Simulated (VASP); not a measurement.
# InP (d3) (F-43m) in VASP: further runs

Runs on InP (d3). Level: PBE+D3(BJ). Tasks: single point, relaxation of cell and atoms.

All numbers are computed with VASP 6.6.1; they aren't measurements. Logs are shortened: lines on timing, memory, paths and dates and some standing lists are left out, and cuts for length are marked.

**1. The cell of the first run**

The structure is cubic, space group F-43m (No. 216). Conventional cell: a = 5.904 Å, b = 5.904 Å, c = 5.904 Å, α = 90.00°, β = 90.00°, γ = 90.00°. Within 3.4 Å of In (site symmetry -43m) lie 4 P at 2.56 Å. P (site symmetry -43m) has 4 In at 2.56 Å within 3.4 Å.

**2. Single point, PBE+D3(BJ)**

Contents of INCAR:

```
PREC = Accurate
ENCUT = 520
EDIFF = 1E-6
ISMEAR = 0
SIGMA = 0.1
LREAL = F
LASPH = T
NELM = 80
ALGO = Normal
ISIF = 2
LWAVE = F
LCHARG = F
GGA = PE
IVDW = 12
NBANDS = 16
```

Contents of KPOINTS:

```
regular mesh
0
Gamma
  6 6 6
```

Contents of POSCAR:

```
InP
1.0
    0.0000000000      2.9519763900      2.9519763900
    2.9519763900      0.0000000000      2.9519763900
    2.9519763900      2.9519763900      0.0000000000
In P
1 1
Direct
    0.0000000000      0.0000000000      0.0000000000
    0.7500000000      0.7500000000      0.7500000000
```

Potentials or basis: VASP PAW PBE potentials, release 64 (In_d, P).

Launch:

```
cat potpaw_PBE.64/In_d/POTCAR potpaw_PBE.64/P/POTCAR > POTCAR
mpirun -np 1 vasp_std > vasp.out
```

OUTCAR:

```text
PREC = Accurate
   ENCUT = 520
   EDIFF = 1E-6
   ISMEAR = 0
   LREAL = F
   LASPH = T
   NELM = 80
   ISIF = 2
   GGA = PE
   IVDW = 12
 IVDW          = 12

 ion  position               nearest neighbor table
   1  0.000  0.000  0.000-   2 2.56   2 2.56   2 2.56   2 2.56
   2  0.750  0.750  0.750-   1 2.56   1 2.56   1 2.56   1 2.56

  LATTYP: Found a face centered cubic cell.
 ALAT       =     5.9039527800

  Lattice vectors:

 A1 = (   0.0000000000,   2.9519763900,   2.9519763900)
 A2 = (   2.9519763900,   0.0000000000,   2.9519763900)
 A3 = (   2.9519763900,   2.9519763900,   0.0000000000)

Analysis of symmetry for initial positions (statically):
=====================================================================
 Subroutine PRICEL returns:
 Original cell was already a primitive cell.

 Routine SETGRP: Setting up the symmetry group for a
 face centered cubic supercell.

 Subroutine GETGRP returns: Found 24 space group operations
 (whereof 24 operations were pure point group operations)
 out of a pool of 48 trial point group operations.

The static configuration has the point symmetry T_d .

Analysis of symmetry for dynamics (positions and initial velocities):
=====================================================================
 Subroutine PRICEL returns:
 Original cell was already a primitive cell.

 Routine SETGRP: Setting up the symmetry group for a
 face centered cubic supercell.

 Subroutine GETGRP returns: Found 24 space group operations
 (whereof 24 operations were pure point group operations)
 out of a pool of 48 trial point group operations.

The dynamic configuration has the point symmetry T_d .

 Subroutine INISYM returns: Found 24 space group operations
 (whereof 24 operations are pure point group operations),
 and found     1 'primitive' translations

----------------------------------------------------------------------------------------

                                     Primitive cell

  volume of cell :      51.4480

  direct lattice vectors                    reciprocal lattice vectors
     0.000000000  2.951976390  2.951976390    -0.169378048  0.169378048  0.169378048
     2.951976390  0.000000000  2.951976390     0.169378048 -0.169378048  0.169378048
     2.951976390  2.951976390  0.000000000     0.169378048  0.169378048 -0.169378048

  length of vectors
     4.174725047  4.174725047  4.174725047     0.293371386  0.293371386  0.293371386

  position of ions in fractional coordinates (direct lattice)
     0.000000000  0.000000000  0.000000000
     0.750000000  0.750000000  0.750000000

  ion indices of the primitive-cell ions
   primitive index   ion index
                 1           1
                 2           2

----------------------------------------------------------------------------------------

 KPOINTS: regular mesh

Automatic generation of k-mesh.
 Grid dimensions read from file:
 generate k-points for:    6    6    6

 Generating k-lattice:

  Cartesian coordinates                     Fractional coordinates (reciprocal lattice)
    -0.028229675  0.028229675  0.028229675     0.166666667  0.000000000  0.000000000
     0.028229675 -0.028229675  0.028229675     0.000000000  0.166666667  0.000000000
     0.028229675  0.028229675 -0.028229675     0.000000000  0.000000000  0.166666667

  Length of vectors
     0.048895231  0.048895231  0.048895231

  Shift w.r.t. Gamma in fractional coordinates (k-lattice)
     0.000000000  0.000000000  0.000000000

 Subroutine IBZKPT returns following result:
 ===========================================

 Found     16 irreducible k-points:

 Following reciprocal coordinates:
            Coordinates               Weight
  0.000000  0.000000  0.000000      1.000000
  0.166667  0.000000  0.000000      8.000000
  0.333333  0.000000  0.000000      8.000000
  0.500000  0.000000  0.000000      4.000000
  0.166667  0.166667  0.000000      6.000000
  0.333333  0.166667  0.000000     24.000000
[... 8 lines left out ...]
 -0.333333  0.333333  0.166667     24.000000
 -0.333333  0.500000  0.166667     12.000000
   k-points           NKPTS =     16   k-points in BZ     NKDIM =     16   number of bands    NBANDS=     16
   number of dos      NEDOS =    301   number of ions     NIONS =      2
   total plane-waves  NPLWV =  32768
   dimension x,y,z NGX =    32 NGY =   32 NGZ =   32
   dimension x,y,z NGXF=    64 NGYF=   64 NGZF=   64
   ions per type =               1   1
   NGX,Y,Z   is equivalent  to a cutoff of  12.74, 12.74, 12.74 a.u.
   NGXF,Y,Z  is equivalent  to a cutoff of  25.49, 25.49, 25.49 a.u.
 SYSTEM =  unknown system
   PREC   = accura    normal or accurate (medium, high low for compatibility)
   ISTART =      0    job   : 0-new  1-cont  2-samecut
   ICHARG =      2    charge: 1-file 2-atom 10-const
   ISPIN  =      1    spin polarized calculation?
   LNONCOLLINEAR =      F non collinear calculations
   LSORBIT =      F    spin-orbit coupling
   LASPH  =      T    aspherical Exc in radial PAW
   ENCUT  =  520.0 eV  38.22 Ry    6.18 a.u.   7.76  7.76  7.76*2*pi/ulx,y,z
   NELM   =     80;   NELMIN=  2; NELMDL= -5     # of ELM steps
   EDIFF  = 0.1E-05   stopping-criterion for ELM
   LREAL  =      F    real-space projection
   EDIFFG = 0.1E-04   stopping-criterion for IOM
   NSW    =      0    number of steps for IOM
   IBRION =     -1    ionic relax: 0-MD 1-quasi-New 2-CG
   NFREE  =      0    steps in history (QN), initial steepest desc. (CG)
   ISIF   =      2    stress and relaxation
   ISYM   =      2    0-nonsym 1-usesym 2-fastsym
   POTIM  = 0.5000    time-step for ionic-motion
   TEBEG  =    0.0;   TEEND  =   0.0 temperature during run
   PSTRESS=    0.0 pullay stress
   NELECT =      18.0000    total number of electrons
   NUPDOWN=      -1.0000    fix difference up-down
   EMIN   =  10.00;   EMAX   =-10.00  energy-range for DOS
   EFERMI =   0.00;   METHOD = LEGACY
   ISMEAR =     0;   SIGMA  =   0.10  broadening in eV -4-tet -1-fermi 0-gaus
   EFERMI_NEDOS =   21; number of points for ismear=-14 and -15
   IALGO  =     38    algorithm
   IMIX   =      4    mixing-type and parameters
     AMIX     =   0.40;   BMIX     =  1.00
     AMIX_MAG =   1.60;   BMIX_MAG =  1.00
  volume/ion in A,a.u.               =      25.72       173.59
[... 48 lines left out ...]
      2      -9.1816      2.00000
      3      -9.1816      2.00000
      4      -9.0516      2.00000
      5      -9.0516      2.00000
      6      -6.1097      2.00000
[... 8 lines left out ...]
     15      13.5570      0.00000
     16      14.3669      0.00000

 k-point     3 :       0.3333    0.0000    0.0000
  band No.  band energies     occupation
      1      -9.2762      2.00000
      2      -9.1633      2.00000
      3      -9.1633      2.00000
      4      -9.0456      2.00000
      5      -9.0456      2.00000
      6      -5.3319      2.00000
[... 8 lines left out ...]
     15      14.0225      0.00000
     16      14.0225      0.00000

 k-point     4 :       0.5000    0.0000    0.0000
  band No.  band energies     occupation
      1      -9.3017      2.00000
      2      -9.1570      2.00000
      3      -9.1570      2.00000
      4      -9.0395      2.00000
      5      -9.0395      2.00000
      6      -4.7586      2.00000
[... 8 lines left out ...]
     15      15.5458      0.00000
     16      15.5458      0.00000

 k-point     5 :       0.1667    0.1667    0.0000
  band No.  band energies     occupation
      1      -9.2429      2.00000
      2      -9.1697      2.00000
      3      -9.1697      2.00000
      4      -9.0619      2.00000
      5      -9.0440      2.00000
      6      -6.0101      2.00000
[... 8 lines left out ...]
     15      14.6194      0.00000
     16      15.3403      0.00000

 k-point     6 :       0.3333    0.1667    0.0000
  band No.  band energies     occupation
      1      -9.2854      2.00000
      2      -9.1533      2.00000
      3      -9.1485      2.00000
      4      -9.0661      2.00000
      5      -9.0369      2.00000
      6      -5.3824      2.00000
[... 8 lines left out ...]
     15      14.8828      0.00000
     16      15.6522      0.00000

 k-point     7 :       0.5000    0.1667    0.0000
  band No.  band energies     occupation
      1      -9.3095      2.00000
      2      -9.1493      2.00000
      3      -9.1402      2.00000
      4      -9.0556      2.00000
      5      -9.0364      2.00000
      6      -4.6433      2.00000
[... 8 lines left out ...]
     15      15.5981      0.00000
     16      15.8540      0.00000

 k-point     8 :      -0.3333    0.1667    0.0000
  band No.  band energies     occupation
      1      -9.2982      2.00000
      2      -9.1523      2.00000
      3      -9.1473      2.00000
      4      -9.0493      2.00000
      5      -9.0451      2.00000
      6      -4.8493      2.00000
[... 8 lines left out ...]
     15      14.9343      0.00000
     16      16.0326      0.00000

 k-point     9 :      -0.1667    0.1667    0.0000
  band No.  band energies     occupation
      1      -9.2590      2.00000
      2      -9.1680      2.00000
      3      -9.1627      2.00000
      4      -9.0568      2.00000
      5      -9.0450      2.00000
      6      -5.6427      2.00000
[... 8 lines left out ...]
     15      14.3574      0.00000
     16      15.8038      0.00000

 k-point    10 :       0.3333    0.3333    0.0000
  band No.  band energies     occupation
      1      -9.3273      2.00000
      2      -9.1213      2.00000
      3      -9.1213      2.00000
      4      -9.0857      2.00000
      5      -9.0277      2.00000
      6      -4.9641      2.00000
[... 8 lines left out ...]
     15      15.2589      0.00000
     16      18.1720      0.00000

 k-point    11 :       0.5000    0.3333    0.0000
  band No.  band energies     occupation
      1      -9.3431      2.00000
      2      -9.1182      2.00000
      3      -9.1094      2.00000
      4      -9.0838      2.00000
      5      -9.0269      2.00000
      6      -4.3396      2.00000
[... 8 lines left out ...]
     15      15.7657      0.00000
     16      16.8645      0.00000

 k-point    12 :      -0.3333    0.3333    0.0000
  band No.  band energies     occupation
      1      -9.3248      2.00000
      2      -9.1365      2.00000
      3      -9.1196      2.00000
      4      -9.0648      2.00000
      5      -9.0408      2.00000
      6      -4.2716      2.00000
[... 8 lines left out ...]
     15      14.1343      0.00000
     16      18.0093      0.00000

 k-point    13 :       0.5000    0.5000    0.0000
  band No.  band energies     occupation
      1      -9.3646      2.00000
      2      -9.0987      2.00000
      3      -9.0963      2.00000
      4      -9.0963      2.00000
      5      -9.0195      2.00000
      6      -4.1288      2.00000
[... 8 lines left out ...]
     15      15.7062      0.00000
     16      16.7028      0.00000

 k-point    14 :       0.5000    0.3333    0.1667
  band No.  band energies     occupation
      1      -9.3147      2.00000
      2      -9.1426      2.00000
      3      -9.1255      2.00000
      4      -9.0698      2.00000
      5      -9.0351      2.00000
      6      -4.7266      2.00000
[... 8 lines left out ...]
     15      15.9627      0.00000
     16      16.6033      0.00000

 k-point    15 :      -0.3333    0.3333    0.1667
  band No.  band energies     occupation
      1      -9.3237      2.00000
      2      -9.1431      2.00000
      3      -9.1155      2.00000
      4      -9.0647      2.00000
      5      -9.0395      2.00000
      6      -4.2707      2.00000
[... 8 lines left out ...]
     15      15.9664      0.00000
     16      16.4318      0.00000

 k-point    16 :      -0.3333    0.5000    0.1667
  band No.  band energies     occupation
      1      -9.3420      2.00000
      2      -9.1262      2.00000
      3      -9.1034      2.00000
      4      -9.0780      2.00000
      5      -9.0317      2.00000
      6      -4.0755      2.00000
[... 8 lines left out ...]
     15      16.1329      0.00000
     16      16.8275      0.00000

------------------------ aborting loop because EDIFF is reached ----------------------------------------

 Edisp (eV)   -0.61226

 E8    (eV) :    -0.2721

  FORCE on cell =-STRESS in cart. coord.  units (eV):
  Direction    XX          YY          ZZ          XY          YZ          ZX
  --------------------------------------------------------------------------------------
  -------------------------------------------------------------------------------------
  Total      -0.12797    -0.12797    -0.12797     0.00000     0.00000     0.00000
  in kB      -3.98510    -3.98510    -3.98510     0.00000     0.00000     0.00000
  external pressure =       -3.99 kB  Pullay stress =        0.00 kB

 VOLUME and BASIS-vectors are now :
 -----------------------------------------------------------------------------
  energy-cutoff  :      520.00
  volume of cell :       51.45
      direct lattice vectors                 reciprocal lattice vectors
     0.000000000  2.951976390  2.951976390    -0.169378048  0.169378048  0.169378048
     2.951976390  0.000000000  2.951976390     0.169378048 -0.169378048  0.169378048
     2.951976390  2.951976390  0.000000000     0.169378048  0.169378048 -0.169378048

 POSITION                                       TOTAL-FORCE (eV/Angst)
 -----------------------------------------------------------------------------------
      0.00000      0.00000      0.00000         0.000000      0.000000      0.000000
      4.42796      4.42796      4.42796        -0.000000     -0.000000     -0.000000
 -----------------------------------------------------------------------------------
    total drift:                                0.000000      0.000000      0.000000

  FREE ENERGIE OF THE ION-ELECTRON SYSTEM (eV)
  ---------------------------------------------------
  free  energy   TOTEN  =        -8.9999424859 eV

  energy  without entropy=       -8.9999423378  energy(sigma->0) =       -8.99994241
```

Wall time 8.1 s (1 thread of Intel Xeon 6975P-C (Granite Rapids), shared host); peak memory 0.18 GiB.

What came out:

- Free energy: -8.9999 eV
- Pressure: -0.4 GPa
- Band gap on the k mesh: 0.59 eV, direct
- Dispersion energy per atom: -0.306 eV

Caveat: spin-orbit coupling is left out, which moves the levels of the heavy elements. Expect the measured gap to be larger: semilocal functionals such as PBE lack the derivative discontinuity.

**3. Single point, PBE+D3(BJ)**

This run uses another cell than the first one, of 25.59 Å³/atom, 0.995 times its volume.

Contents of INCAR:

```
SYSTEM = InP
PREC     = Accurate       ! precision mode
ENCUT    = 520            ! plane-wave cutoff, eV
EDIFF    = 1E-7           ! SCF threshold, eV
ISMEAR   = 0              ! smearing method
SIGMA    = 0.02           ! smearing width, eV
LREAL    = .FALSE.        ! projectors in reciprocal space
LASPH    = .TRUE.         ! aspherical terms in the spheres
NELM     = 100            ! most SCF steps
ALGO     = Normal         ! electronic algorithm
ISIF     = 2              ! what is computed and relaxed
LWAVE    = .FALSE.        ! write WAVECAR
LCHARG   = .FALSE.        ! write CHGCAR
GGA      = PE             ! functional
IVDW     = 12             ! dispersion correction
NBANDS   = 16             ! bands
```

Contents of KPOINTS:

```
regular mesh
0
G
  10 10 10
  0 0 0
```

Contents of POSCAR:

```
InP
1.0
    0.0000000000      2.9470112894      2.9470112894
    2.9470112894      0.0000000000      2.9470112894
    2.9470112894      2.9470112894      0.0000000000
In P
1 1
Direct
    0.0000000000      0.0000000000      0.0000000000
    0.7500000000      0.7500000000      0.7500000000
```

Potentials or basis: VASP PAW PBE potentials, release 64 (In_d, P).

Launch:

```
cat potpaw_PBE.64/In_d/POTCAR potpaw_PBE.64/P/POTCAR > POTCAR
mpirun -np 1 vasp_std > vasp.out
```

It took 21 s on 1 thread of Intel Xeon 6975P-C (Granite Rapids), shared host; peak memory 0.2 GiB.

The run converged. Its results:

| Quantity | Value |
| --- | --- |
| Free energy | -9.0127 eV |
| Pressure | -0.1 GPa |
| Band gap on the k mesh | 0.62 eV, direct |
| Dispersion energy per atom | -0.308 eV |

Levels at points of the mesh, in eV from the valence-band top:
| k point | band 5 | band 6 | band 7 | band 8 | band 9 | band 10 | band 11 | band 12 | band 13 | band 14 |
| --- | --- | --- | --- | --- | --- | --- | --- | --- | --- | --- |
| (0.00, 0.00, 0.00) | -14.01 | -11.40 | 0.00 | 0.00 | 0.00 | 0.62 | 4.09 | 4.09 | 4.09 | 8.50 |
| (0.50, 0.00, 0.00) | -14.00 | -9.73 | -5.64 | -0.95 | -0.95 | 1.46 | 4.81 | 4.81 | 7.07 | 9.40 |
| (0.50, 0.50, 0.00) | -13.98 | -9.10 | -5.68 | -2.26 | -2.26 | 1.79 | 2.27 | 9.11 | 9.48 | 9.48 |

Caveat: spin-orbit coupling is left out, which moves the levels of the heavy elements. Expect the measured gap to be larger: semilocal functionals such as PBE lack the derivative discontinuity.

**4. Relaxation of cell and atoms, PBE+D3(BJ)**

Contents of INCAR:

```
SYSTEM = InP
PREC     = Accurate       ! precision mode
ENCUT    = 600            ! plane-wave cutoff, eV
EDIFF    = 1E-7           ! SCF threshold, eV
ISMEAR   = 0              ! smearing method
SIGMA    = 0.02           ! smearing width, eV
LREAL    = .False.        ! projectors in reciprocal space
LASPH    = .True.         ! aspherical terms in the spheres
NELM     = 80             ! most SCF steps
ALGO     = Normal         ! electronic algorithm
ISIF     = 3              ! what is computed and relaxed
LWAVE    = .False.        ! write WAVECAR
LCHARG   = .False.        ! write CHGCAR
GGA      = PE             ! functional
IVDW     = 12             ! dispersion correction
IBRION   = 2              ! ionic algorithm
NSW      = 100            ! ionic steps
EDIFFG   = -0.002         ! ionic threshold
```

Contents of KPOINTS:

```
regular mesh
0
Gamma
  10 10 10
  0 0 0
```

Contents of POSCAR:

```
InP
1.0
    0.0000000000      2.9519763900      2.9519763900
    2.9519763900      0.0000000000      2.9519763900
    2.9519763900      2.9519763900      0.0000000000
In P
1 1
Direct
    0.0000000000      0.0000000000      0.0000000000
    0.7500000000      0.7500000000      0.7500000000
```

Launch:

```
cat potpaw_PBE.64/In_d/POTCAR potpaw_PBE.64/P/POTCAR > POTCAR
mpirun -np 1 vasp_std > vasp.out
```

It took 62 s on 1 thread of Intel Xeon 6975P-C (Granite Rapids), shared host; peak memory 0.24 GiB.

The run converged. Its results:

```yaml
Free_energy: -9.0128 eV
Relaxed_volume: 25.58 Å³/atom
Relaxed_cell: a = 4.167 Å, b = 4.167 Å, c = 4.167 Å, α = 60.00°, β = 60.00°, γ = 60.00°
Space_group_after_relaxing_to_0.05_Å: F-43m (No. 216)
Energy_gained_by_relaxing: 0.2 meV/atom
Ionic_steps: 3
Pressure_after_relaxing: 0.0 GPa
Band_gap_on_the_k_mesh: 0.62 eV, direct
Dispersion_energy_per_atom: -0.308 eV
```

The path:
| step | energy change (eV) | largest force (eV/Å) | pressure (GPa) | volume (Å³) |
| --- | --- | --- | --- | --- |
| 1 | 0.0000 | 0.0000 | -0.35 | 51.45 |
| 2 | -0.0002 | 0.0000 | 0.18 | 51.03 |
| 3 | -0.0003 | 0.0000 | 0.01 | 51.16 |

Final structure:
```
CELL_PARAMETERS angstrom
0.00000 2.94647 2.94647
2.94647 0.00000 2.94647
2.94647 2.94647 0.00000
ATOMIC_POSITIONS crystal
In 0.00000 0.00000 0.00000
P 0.75000 0.75000 0.75000
```

Levels at points of the mesh, in eV from the valence-band top:
| k point | band 6 | band 7 | band 8 | band 9 | band 10 | band 11 | band 12 | band 13 |
| --- | --- | --- | --- | --- | --- | --- | --- | --- |
| (0.00, 0.00, 0.00) | -11.41 | 0.00 | 0.00 | 0.00 | 0.62 | 4.09 | 4.09 | 4.09 |
| (0.50, 0.00, 0.00) | -9.74 | -5.64 | -0.95 | -0.95 | 1.46 | 4.81 | 4.81 | 7.07 |
| (0.50, 0.50, 0.00) | -9.10 | -5.68 | -2.26 | -2.26 | 1.79 | 2.27 | 9.11 | 9.49 |

Caveat: spin-orbit coupling is left out, which moves the levels of the heavy elements. Expect the measured gap to be larger: semilocal functionals such as PBE lack the derivative discontinuity.

**5. Summary**

```tsv
task	cell	k mesh	cutoff (eV)	smearing	gap on the mesh (eV)	pressure (GPa)
single point	a = 4.175 Å, angles 60.0°, 2 atoms	6 × 6 × 6	520	gaussian 0.1 eV	0.59	-0.4
single point	a = 4.168 Å, angles 60.0°, 2 atoms	10 × 10 × 10	520	gaussian 0.02 eV	0.62	-0.1
relaxation of cell and atoms	relaxed from a = 4.175 Å, angles 60.0°, 2 atoms	10 × 10 × 10	600	gaussian 0.02 eV	0.62	0.0
```

Alike in all rows: level PBE+D3(BJ); potentials or basis VASP PAW PBE potentials, release 64 (In_d, P); no spin polarisation.

Caveats: spin-orbit coupling is left out, which moves the levels of the heavy elements.

Total energies depend on the potentials used, so only differences within one code and one set of settings carry meaning.
